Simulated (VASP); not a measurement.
Ge2S: single point with PBE

Crystal: Ge2S.

```xyz
3
Lattice="-1.7093 1.7093 4.8157 1.7093 -1.7093 4.8157 1.7093 1.7093 -4.8157" Properties=species:S:1:pos:R:3 pbc="T T T"
Ge    0.0000    0.0000    6.2503
Ge    0.0000    0.0000    3.3810
S     0.0000    0.0000    0.0000
```

| Quantity | Value |
| --- | --- |
| Program | VASP 6.6.1 |
| Task | single point |
| Functional | PBE |
| Potentials or basis | VASP PAW PBE potentials, release 64 (Ge_d, S) |
| Cutoff | 520 eV |
| k mesh | 18 × 18 × 18 |
| Occupations | gaussian, width 0.1 eV |
| Spin | no spin polarisation |
| Dipole correction | no |
| Further INCAR settings | ALGO = Normal; EDIFF = 1e-06; NBANDS = 24 |

The pressure is 0.0 GPa, the largest force is 0.005 eV/Å and the band gap on the k mesh is zero (bands 17 and 18 overlap by 5.19 eV).

Forces in eV/Å, atoms in the order of the input:
```
Ge   0.000  0.000  0.005
Ge   0.000  0.000 -0.005
S    0.000  0.000  0.000
```

Levels at points of the mesh, in eV from the Fermi level:
```tsv
k point	band 13	band 14	band 15	band 16	band 17	band 18	band 19	band 20	band 21	band 22
(0.00, 0.00, 0.00)	-7.60	-2.68	-2.68	-2.32	-1.00	1.32	1.32	4.60	6.23	6.51
(0.50, 0.00, 0.00)	-7.69	-5.87	-2.16	-1.61	-0.75	1.72	2.24	3.48	4.07	4.40
(0.50, 0.50, 0.00)	-6.44	-6.21	-5.78	-3.15	-2.82	-0.98	0.20	0.53	4.17	5.39
(0.50, 0.50, 0.50)	-5.72	-3.02	-3.02	-1.53	2.60	3.22	3.38	3.38	3.72	4.51
```

Run time: 14 min on 1 thread of Intel(R) Xeon(R) Platinum 8488C (Sapphire Rapids), with other jobs on the host, peak memory 0.66 GiB.
